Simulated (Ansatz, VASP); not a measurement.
## Two plane-wave programs on CoO

POSCAR

```
CoO
1.0
    1.6022198400      0.9250420600      5.1329417800
   -1.6022198400      0.9250420600      5.1329417800
    0.0000000000     -1.8500841100      5.1329417800
Co O
2 2
Direct
    0.9994877300      0.9994877300      0.9994877300
    0.4994905900      0.4994905900      0.4994905900
    0.3754955300      0.3754955300      0.3754955300
    0.8755255000      0.8755255000      0.8755255000
```

The input INCAR.step1:

```
PREC     = Accurate       # precision mode
ENCUT    = 660            # plane-wave cutoff, eV
ISMEAR   = 1              # smearing method
SIGMA    = 0.1            # smearing width, eV
LREAL    = F              # projectors in reciprocal space
LASPH    = T              # aspherical terms in the spheres
NELM     = 200            # most SCF steps
ISPIN    = 2              # spin polarisation
MAGMOM   = 1.8 1.8 0 0    # initial moments
LMAXMIX  = 4              # l up to which the mixer works
LDAU     = T              # DFT+U
LDAUTYPE = 2            
LDAUL    = 2 -1           # shell
LDAUU    = 1.5 0          # U, eV
LDAUJ    = 0 0          
NBANDS   = 27             # bands
GGA      = PE             # functional
ALGO     = Normal         # electronic algorithm
EDIFF    = 1E-5           # SCF threshold, eV
LWAVE    = T              # write WAVECAR
LCHARG   = F              # write CHGCAR
GGA_COMPAT= F
```

File INCAR.step2:

```
PREC     = Accurate       # precision mode
ENCUT    = 660            # plane-wave cutoff, eV
EDIFF    = 1E-6           # SCF threshold, eV
ISMEAR   = 1              # smearing method
SIGMA    = 0.1            # smearing width, eV
LREAL    = F              # projectors in reciprocal space
LASPH    = T              # aspherical terms in the spheres
NELM     = 200            # most SCF steps
ALGO     = Normal         # electronic algorithm
ISIF     = 2              # what is computed and relaxed
LWAVE    = F              # write WAVECAR
LCHARG   = F              # write CHGCAR
ISPIN    = 2              # spin polarisation
MAGMOM   = 1.8 1.8 0 0    # initial moments
LORBIT   = 11             # projections on sites
LMAXMIX  = 4              # l up to which the mixer works
LDAU     = T              # DFT+U
LDAUTYPE = 2            
LDAUL    = 2 -1           # shell
LDAUU    = 1.5 0          # U, eV
LDAUJ    = 0 0          
LDAUPRINT= 1            
METAGGA  = R2SCAN         # meta-GGA
LMIXTAU  = T            
NBANDS   = 27             # bands
ISTART   = 1            
GGA_COMPAT= F
```

Contents of KPOINTS:

```
Automatic mesh
0
Gamma
  8 8 8
```

Input for Ansatz:

```yaml
crystal:
  lattice:
    - [1.60221984, 0.92504206, 5.13294178]
    - [-1.60221984, 0.92504206, 5.13294178]
    - [0.0, -1.85008411, 5.13294178]
  atoms:
    - { symbol: Co, position: [0.99948773, 0.99948773, 0.9994877300000001] }
    - { symbol: Co, position: [0.49949059, 0.49949058999999996, 0.49949059] }
    - { symbol: O, position: [0.37549553, 0.37549553, 0.37549552999999997] }
    - { symbol: O, position: [0.8755255, 0.8755255000000001, 0.8755255000000001] }
basis:
  ecutwfc: 503.410645550778
kpoints:
  mp_grid:
    grid: [8, 8, 8]
hamiltonian:
  xc: r2scan
  hubbard:
    - { species: Co, l: d, u_eff: 1.5 }
magnetization:
  spin_polarized: true
  per_species:
    Co: 1.8
scf:
  occupations:
    method: methfessel_paxton
    width: 0.1
output:
  eigenvalues: true
```

Alike in both runs: task single point; functional r2SCAN; k mesh 8 × 8 × 8; occupations methfessel-paxton of order 1, width 0.1 eV; collinear spin; Hubbard terms Co d U = 1.5 eV.

```csv
,VASP,Ansatz
version,VASP 6.6.1,Ansatz 0.2.0
potentials or method,"VASP PAW PBE potentials, release 64 (Co, O), cutoff 660 eV","plane waves, PAW"
valence electrons in the cell,30,46
```

```tsv
	VASP	Ansatz	Ansatz less VASP
net moment per atom (μB)	1.50	0.00	-1.500
size of the moment on the site where the two differ most (μB)	2.69	2.36	-0.327
```

The net moments are unlike, so the other rows may belong to different states. VASP's potentials were made for PBE, not for r2SCAN. Site moments also hang on the region over which each program counts them. The programs project onto different local orbitals, so the same U acts differently, and such runs can settle in different states. VASP's potentials hold 30 valence electrons a cell and Ansatz's 46, so a difference there can come from the potentials and not from the codes. Ansatz's warnings: seeded moment not kept, stability check not made.
